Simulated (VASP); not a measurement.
# CdS (P6_3mc) in VASP: single point with r2SCAN

Aim: the single point of CdS with r2SCAN.

All numbers are computed with VASP 6.6.1; they aren't measurements. Logs are shortened: lines on timing, memory, paths and dates and some standing lists are left out, and cuts for length are marked.

### 1 The cell of the first run

The structure is hexagonal, space group P6_3mc (No. 186). Conventional cell: a = 4.165 Å, b = 4.165 Å, c = 6.768 Å, α = 90.00°, β = 90.00°, γ = 120.00°. Cd (site symmetry 3m) has 4 S at 2.41 to 3.18 Å within 3.2 Å. S (site symmetry 3m) has 4 Cd at 2.41 to 3.18 Å within 3.2 Å.

### 2 Single point, r2SCAN (atoms displaced along a vibrational mode)

Contents of POSCAR:

```
CdS
1.0
    4.1647060644      0.0000000000      0.0000000000
   -2.0823530322      3.6067412511      0.0000000000
    0.0000000000      0.0000000000      6.7678927443
Cd S
2 2
Direct
    0.3333333333      0.6666666667     -0.0461121721
    0.6666666667      0.3333333333      0.4538878279
    0.3333333333      0.6666666667      0.4231121721
    0.6666666667      0.3333333333      0.9231121721
```

Contents of INCAR.step1:

```
SYSTEM = CdS
ALGO     = Normal         ! electronic algorithm
EDIFF    = 1E-4           ! SCF threshold, eV
ENCUT    = 520            ! plane-wave cutoff, eV
GGA      = PE             ! functional
ISMEAR   = 0              ! smearing method
LASPH    = .True.         ! aspherical terms in the spheres
LCHARG   = .False.        ! write CHGCAR
LREAL    = .False.        ! projectors in reciprocal space
LWAVE    = .True.         ! write WAVECAR
NBANDS   = 26             ! bands
NELM     = 60             ! most SCF steps
PREC     = Accurate       ! precision mode
SIGMA    = 0.01           ! smearing width, eV
```

Contents of INCAR.step2:

```
SYSTEM = CdS
ALGO     = Normal         ! electronic algorithm
EDIFF    = 1E-6           ! SCF threshold, eV
ENCUT    = 520            ! plane-wave cutoff, eV
ISIF     = 2              ! what is computed and relaxed
ISMEAR   = 0              ! smearing method
ISTART   = 1            
LASPH    = .True.         ! aspherical terms in the spheres
LCHARG   = .False.        ! write CHGCAR
LMIXTAU  = .True.       
LREAL    = .False.        ! projectors in reciprocal space
LWAVE    = .False.        ! write WAVECAR
METAGGA  = R2SCAN         ! meta-GGA
NBANDS   = 26             ! bands
NELM     = 60             ! most SCF steps
PREC     = Accurate       ! precision mode
SIGMA    = 0.01           ! smearing width, eV
```

Contents of KPOINTS:

```
k-points
0
Gamma
  9 9 4
  0 0 0
```

Potentials or basis: VASP PAW PBE potentials, release 64 (Cd, S).

On the command line:

```sh
$ cat potpaw_PBE.64/Cd/POTCAR potpaw_PBE.64/S/POTCAR > POTCAR
$ cp INCAR.step1 INCAR
$ mpirun -np 1 vasp_std > vasp.out
$ cp INCAR.step2 INCAR
$ mpirun -np 1 vasp_std > vasp.out
```

OUTCAR:

```text
SYSTEM = CdS
   EDIFF = 1E-6
   ENCUT = 520
   ISIF = 2
   ISMEAR = 0
   ISTART = 1
   LASPH = .True.
   LREAL = .False.
   METAGGA = R2SCAN
   NELM = 60
   PREC = Accurate

 ion  position               nearest neighbor table
   1  0.333  0.667  0.954-   4 2.41   4 2.41   4 2.41   3 3.18
   2  0.667  0.333  0.454-   3 2.41   3 2.41   3 2.41   4 3.18
   3  0.333  0.667  0.423-   2 2.41   2 2.41   2 2.41   1 3.18
   4  0.667  0.333  0.923-   1 2.41   1 2.41   1 2.41   2 3.18

  LATTYP: Found a hexagonal cell.
 ALAT       =     4.1647060644
 C/A-ratio  =     1.6250589212

  Lattice vectors:

 A1 = (   4.1647060644,   0.0000000000,   0.0000000000)
 A2 = (  -2.0823530322,   3.6067412511,   0.0000000000)
 A3 = (   0.0000000000,   0.0000000000,   6.7678927443)

Analysis of symmetry for initial positions (statically):
=====================================================================
 Subroutine PRICEL returns:
 Original cell was already a primitive cell.

 Routine SETGRP: Setting up the symmetry group for a
 hexagonal supercell.

 Subroutine GETGRP returns: Found 12 space group operations
 (whereof  6 operations were pure point group operations)
 out of a pool of 24 trial point group operations.

The static configuration has the point symmetry C_3v.
 The point group associated with its full space group is C_6v.

Analysis of symmetry for dynamics (positions and initial velocities):
=====================================================================
 Subroutine PRICEL returns:
 Original cell was already a primitive cell.

 Routine SETGRP: Setting up the symmetry group for a
 hexagonal supercell.

 Subroutine GETGRP returns: Found 12 space group operations
 (whereof  6 operations were pure point group operations)
 out of a pool of 24 trial point group operations.

The dynamic configuration has the point symmetry C_3v.
 The point group associated with its full space group is C_6v.

 Subroutine INISYM returns: Found 12 space group operations
 (whereof  6 operations are pure point group operations),
 and found     1 'primitive' translations

----------------------------------------------------------------------------------------

                                     Primitive cell

  volume of cell :     101.6606

  direct lattice vectors                    reciprocal lattice vectors
     4.164706064  0.000000000  0.000000000     0.240112984  0.138629296  0.000000000
    -2.082353032  3.606741251  0.000000000     0.000000000  0.277258592  0.000000000
     0.000000000  0.000000000  6.767892744     0.000000000  0.000000000  0.147756479

  length of vectors
     4.164706064  4.164706064  6.767892744     0.277258592  0.277258592  0.147756479

  position of ions in fractional coordinates (direct lattice)
     0.333333333  0.666666667  0.953887828
     0.666666667  0.333333333  0.453887828
     0.333333333  0.666666667  0.423112172
     0.666666667  0.333333333  0.923112172

  ion indices of the primitive-cell ions
   primitive index   ion index
                 1           1
                 2           2
                 3           3
                 4           4

----------------------------------------------------------------------------------------

 KPOINTS: k-points

Automatic generation of k-mesh.
 Grid dimensions read from file:
 generate k-points for:    9    9    4

 Generating k-lattice:

  Cartesian coordinates                     Fractional coordinates (reciprocal lattice)
     0.026679220  0.015403255  0.000000000     0.111111111 -0.000000000  0.000000000
     0.000000000  0.030806510  0.000000000     0.000000000  0.111111111  0.000000000
     0.000000000  0.000000000  0.036939120     0.000000000  0.000000000  0.250000000

  Length of vectors
     0.030806510  0.030806510  0.036939120

  Shift w.r.t. Gamma in fractional coordinates (k-lattice)
     0.000000000  0.000000000  0.000000000

 Subroutine IBZKPT returns following result:
 ===========================================

 Found     36 irreducible k-points:

 Following reciprocal coordinates:
            Coordinates               Weight
  0.000000  0.000000  0.000000      1.000000
  0.111111 -0.000000  0.000000      6.000000
  0.222222 -0.000000  0.000000      6.000000
  0.333333 -0.000000  0.000000      6.000000
  0.444444 -0.000000  0.000000      6.000000
  0.111111  0.111111  0.000000      6.000000
[... 16 lines left out ...]
  0.333333  0.222222  0.250000     24.000000
  0.333333  0.333333  0.250000      4.000000
 [... further k-points ...]
   k-points           NKPTS =     36   k-points in BZ     NKDIM =     36   number of bands    NBANDS=     26
   number of dos      NEDOS =    301   number of ions     NIONS =      4
   total plane-waves  NPLWV =  51200
   dimension x,y,z NGX =    32 NGY =   32 NGZ =   50
   dimension x,y,z NGXF=    64 NGYF=   64 NGZF=  100
   ions per type =               2   2
   NGX,Y,Z   is equivalent  to a cutoff of  12.77, 12.77, 12.28 a.u.
   NGXF,Y,Z  is equivalent  to a cutoff of  25.55, 25.55, 24.56 a.u.
 SYSTEM =  CdS
   PREC   = accura    normal or accurate (medium, high low for compatibility)
   ISTART =      1    job   : 0-new  1-cont  2-samecut
   ICHARG =      0    charge: 1-file 2-atom 10-const
   ISPIN  =      1    spin polarized calculation?
   LNONCOLLINEAR =      F non collinear calculations
   LSORBIT =      F    spin-orbit coupling
   LASPH  =      T    aspherical Exc in radial PAW
   ENCUT  =  520.0 eV  38.22 Ry    6.18 a.u.   7.74  7.74 12.58*2*pi/ulx,y,z
   NELM   =     60;   NELMIN=  2; NELMDL=  0     # of ELM steps
   EDIFF  = 0.1E-05   stopping-criterion for ELM
   LREAL  =      F    real-space projection
   EDIFFG = 0.1E-04   stopping-criterion for IOM
   NSW    =      0    number of steps for IOM
   IBRION =     -1    ionic relax: 0-MD 1-quasi-New 2-CG
   NFREE  =      0    steps in history (QN), initial steepest desc. (CG)
   ISIF   =      2    stress and relaxation
   ISYM   =      2    0-nonsym 1-usesym 2-fastsym
   POTIM  = 0.5000    time-step for ionic-motion
   TEBEG  =    0.0;   TEEND  =   0.0 temperature during run
   PSTRESS=    0.0 pullay stress
   NELECT =      36.0000    total number of electrons
   NUPDOWN=      -1.0000    fix difference up-down
   EMIN   =  10.00;   EMAX   =-10.00  energy-range for DOS
   EFERMI =   0.00;   METHOD = LEGACY
   ISMEAR =     0;   SIGMA  =   0.01  broadening in eV -4-tet -1-fermi 0-gaus
   EFERMI_NEDOS =   21; number of points for ismear=-14 and -15
   IALGO  =     38    algorithm
   IMIX   =      4    mixing-type and parameters
     AMIX     =   0.40;   BMIX     =  1.00
     AMIX_MAG =   1.60;   BMIX_MAG =  1.00
  volume/ion in A,a.u.               =      25.42       171.51
  Fermi-wavevector in a.u.,A,eV,Ry     =   1.158221  2.188720 18.251884  1.341476
  Thomas-Fermi vector in A             =   2.294825
   LORBIT       =      0    0 simple, 1 ext, 2 COOP (PROOUT), +10 PAW based schemes
   METAGGA = R2SCAN    functional components
   LHFCALC =     F    Hartree Fock is set to
   AEXX    =    0.0000 exact exchange contribution
   IVDW    =     0    specifies the selected vdW correction
   LEPSILON=     F    determine dielectric tensor
   LRPA    =     F    only Hartree local field effects (RPA)
 non-spin polarized calculation
 Gauss-broadening in eV      SIGMA  =   0.01
  energy-cutoff  :      520.00
  volume of cell :      101.66
 maximum number of plane-waves:      2786
 NGX is ok and might be reduce to    32
   NGX = 15   NGY = 15   NGZ = 25

 number of electron      36.0000007 magnetization

 Free energy of the ion-electron system (eV)
  ---------------------------------------------------
  ext. energy  EPLUGINS =         0.00000000
  ---------------------------------------------------
  free energy    TOTEN  =       -58.73755349 eV

  energy without entropy =      -58.73755349  energy(sigma->0) =      -58.73755349

 E-fermi :   0.8483     XC(G=0):  -9.5848

 val. band max:        0.8054688460   @ k =   0.0000   0.0000   0.0000
 cond. band min:       2.6646656559   @ k =   0.0000   0.0000   0.0000
 fundamental gap:      1.8591968099
 Fermi energy:         0.8483082738

 k-point     1 :       0.0000    0.0000    0.0000
  band No.  band energies     occupation
      1     -12.0956      2.00000
      2     -11.7545      2.00000
      3      -7.3910      2.00000
      4      -7.3910      2.00000
      5      -7.3910      2.00000
      6      -7.3910      2.00000
[... 18 lines left out ...]
     25       8.9333      0.00000
     26       9.5248      0.00000

 k-point     2 :       0.1111   -0.0000    0.0000
  band No.  band energies     occupation
      1     -12.0443      2.00000
      2     -11.7199      2.00000
      3      -7.3686      2.00000
      4      -7.3637      2.00000
      5      -7.3519      2.00000
      6      -7.3507      2.00000
[... 18 lines left out ...]
     25       8.9127      0.00000
     26       9.2042      0.00000

 k-point     3 :       0.2222   -0.0000    0.0000
  band No.  band energies     occupation
      1     -11.9100      2.00000
      2     -11.6351      2.00000
      3      -7.2869      2.00000
      4      -7.2720      2.00000
      5      -7.2481      2.00000
      6      -7.2453      2.00000
[... 18 lines left out ...]
     25       9.1251      0.00000
     26       9.8780      0.00000

 k-point     4 :       0.3333   -0.0000    0.0000
  band No.  band energies     occupation
      1     -11.7471      2.00000
      2     -11.5471      2.00000
      3      -7.1448      2.00000
      4      -7.1229      2.00000
      5      -7.1177      2.00000
      6      -7.1085      2.00000
[... 18 lines left out ...]
     25       9.9556      0.00000
     26      10.8741      0.00000
[... 496 lines left out ...]
      1     -11.6435      2.00000
      2     -11.5331      2.00000
      3      -7.1508      2.00000
      4      -7.1369      2.00000
      5      -7.0007      2.00000
      6      -6.9956      2.00000
[... 18 lines left out ...]
     25       9.0891      0.00000
     26      10.8350      0.00000

 k-point    23 :       0.3333    0.2222    0.2500
  band No.  band energies     occupation
      1     -11.5533      2.00000
      2     -11.4976      2.00000
      3      -7.0610      2.00000
      4      -7.0488      2.00000
      5      -6.9663      2.00000
      6      -6.9537      2.00000
[... 18 lines left out ...]
     25       9.8136      0.00000
     26      10.9946      0.00000

 k-point    24 :       0.3333    0.3333    0.2500
  band No.  band energies     occupation
      1     -11.5039      2.00000
      2     -11.5039      2.00000
      3      -7.0038      2.00000
      4      -7.0038      2.00000
      5      -6.9826      2.00000
      6      -6.9796      2.00000
[... 18 lines left out ...]
     25      10.7510      0.00000
     26      10.7510      0.00000

 [... further k-points ...]
[... 5 lines left out ...]
  --------------------------------------------------------------------------------------
  -------------------------------------------------------------------------------------
  Total        4.3492348      4.3492348     -1.7193950      0.0000000      0.0000000      0.0000000
  in kB       68.5441861     68.5441861    -27.0977628      0.0000000      0.0000000      0.0000000
  external PRESSURE =      36.6635364 kB  Pullay stress =       0.0000000 kB

 VOLUME and BASIS-vectors are now :
 -----------------------------------------------------------------------------
  energy-cutoff  :      520.00
  volume of cell :      101.66
      direct lattice vectors                 reciprocal lattice vectors
     4.164706064  0.000000000  0.000000000     0.240112984  0.138629296  0.000000000
    -2.082353032  3.606741251  0.000000000     0.000000000  0.277258592  0.000000000
     0.000000000  0.000000000  6.767892744     0.000000000  0.000000000  0.147756479

 POSITION                                       TOTAL-FORCE (eV/Angst)
 -----------------------------------------------------------------------------------
     -0.00000      2.40449      6.45581         0.000000     -0.000000      0.404670
      2.08235      1.20225      3.07186        -0.000000      0.000000      0.404670
     -0.00000      2.40449      2.86358         0.000000     -0.000000     -0.404670
      2.08235      1.20225      6.24752        -0.000000      0.000000     -0.404670
 -----------------------------------------------------------------------------------
    total drift:                               -0.000000      0.000000     -0.000312

  FREE ENERGIE OF THE ION-ELECTRON SYSTEM (eV)
  ---------------------------------------------------
  free  energy   TOTEN  =       -58.7375534858 eV

  energy  without entropy=      -58.7375534858  energy(sigma->0) =      -58.73755349
```

Wall time 7.3 min (1 thread of Intel Xeon 8259CL, shared host); peak memory 0.27 GiB.

What came out:

```yaml
Free_energy: -58.7376 eV
Pressure: 3.7 GPa
Largest_force: 0.405 eV/Å
Band_gap_on_the_k_mesh: 1.86 eV
```

Forces in eV/Å, atoms in the order of the input:
```
Cd   0.000  0.000  0.405
Cd   0.000  0.000  0.405
S    0.000  0.000 -0.405
S    0.000  0.000 -0.405
```

Stress tensor (GPa, compression positive):
```
 6.85  0.00  0.00
 0.00  6.85  0.00
 0.00  0.00 -2.71
```

Caveat: the cell differs from its parent crystal (atoms displaced along a vibrational mode); the cell stands under pressure; the PAW data sets were made with another functional, which shifts forces and pressure a little.
